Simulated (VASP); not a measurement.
Runs of VASP 6.6.1 on CaO. The structure is that of space group Fm-3m (No. 225), or close to it. The cells are those of the table. 

```csv
level,potentials or basis,cell,k mesh,cutoff (eV),smearing,grid for exact exchange (PRECFOCK),share of exact exchange,screening parameter,gap on the mesh (eV),pressure (GPa)
PBE,"VASP PAW PBE potentials, release 64 (Ca_sv, O)","a = 3.391, b = 3.391, c = 3.357 Å, angles 60.3, 60.3, 60.7°, 2 atoms",10 × 10 × 10,520,fermi-dirac 0.02 eV,-,-,-,(b),3.1
r2SCAN,"VASP PAW PBE potentials, release 64 (Ca_sv, O_h)","a = 3.374 Å, angles 60.0°, 2 atoms",10 × 10 × 10,910,gaussian 0.01 eV,-,-,-,4.19,2.8
HSE06,"VASP PAW PBE potentials, release 64 (Ca_sv, O)","a = 3.374 Å, angles 60.0°, 2 atoms",6 × 6 × 6,520,gaussian 0.01 eV,Normal,0.25,0.2079 1/Å,5.29,2.8
r2SCAN,"VASP PAW PBE potentials, release 64 (Ca_sv, O)","a = 3.391, b = 3.340, c = 3.340 Å, angles 61.0, 59.5, 59.5°, 2 atoms",10 × 10 × 10,520,gaussian 0.01 eV,-,-,-,4.04,5.3
r2SCAN,"VASP PAW PBE potentials, release 64 (Ca_sv, O_h)","a = 3.391 Å, angles 60.0°, 2 atoms",10 × 10 × 10,910,gaussian 0.01 eV,-,-,-,4.19,0.9
r2SCAN,"VASP PAW PBE potentials, release 64 (Ca_sv, O)","a = 3.391, b = 3.391, c = 3.357 Å, angles 60.3, 60.3, 60.7°, 2 atoms",10 × 10 × 10,520,gaussian 0.01 eV,-,-,-,4.15,(a)
r2SCAN,"VASP PAW PBE potentials, release 64 (Ca_sv, O)","a = 3.382, b = 3.382, c = 3.391 Å, angles 59.9, 59.9, 60.2°, 2 atoms",10 × 10 × 10,520,gaussian 0.01 eV,-,-,-,4.17,1.7
PBE,"VASP PAW PBE potentials, release 64 (Ca_sv, O)","a = 3.379 Å, angles 60.2°, 2 atoms",10 × 10 × 10,520,fermi-dirac 0.02 eV,-,-,-,3.62,(c)
r2SCAN,"VASP PAW PBE potentials, release 64 (Ca_sv, O)","a = 3.379 Å, angles 60.2°, 2 atoms",10 × 10 × 10,520,gaussian 0.01 eV,-,-,-,4.17,1.7
```

Alike in all rows: task single point; no spin polarisation.

Task: Estimate the missing entries.

Result: (a) 1.1; (b) 3.60; (c) 3.7.

Caveats: the PAW data sets were made with another functional, which shifts forces and pressure a little (at least some runs); the cell stands under pressure (at least some runs); the cutoff is under 1.25 times the usual one of these potentials, so pressure, stress and relaxed cells hold a basis-set (Pulay) error (at least some runs).

A k mesh can miss the band edges.
